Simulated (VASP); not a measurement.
Hg:

```
CELL_PARAMETERS angstrom
3.17196 0.00000 0.00000
0.00000 3.17196 0.00000
0.00000 0.00000 3.17196
ATOMIC_POSITIONS crystal
Hg 0.00000 0.00000 0.00000
```

| Quantity | Value |
| --- | --- |
| Program | VASP 6.6.1 |
| Task | relaxation of cell and atoms |
| Functional | PBE |
| Potentials or basis | VASP PAW PBE potentials, release 64 (Hg_sv_GW) |
| Cutoff | 550 eV |
| k mesh | 12 × 12 × 12 |
| Occupations | fermi-dirac, width 0.08 eV |
| Spin | no spin polarisation |

At the start: pressure -0.7 GPa; volume 31.91 Å³/atom.

Q: Where does the relaxation end?

A: Over 4 steps the energy falls by 5.1 meV/atom and the volume is 29.73 Å³/atom (-6.8 %); space group Pm-3m (No. 221, to 0.1 Å) before and after.

Step by step:
```csv
step,energy change (eV),largest force (eV/Å),pressure (GPa),volume (Å³)
1,0.0000,0.0000,-0.66,31.91
2,-0.0022,0.0000,-0.52,31.31
3,-0.0051,0.0000,0.06,29.56
4,-0.0051,0.0000,-0.02,29.73
```

Final structure:
```
Hg
1.0
     3.09805    0.00000    0.00000
     0.00000    3.09805    0.00000
     0.00000    0.00000    3.09805
Hg
1
Direct
  0.00000 0.00000 0.00000
```
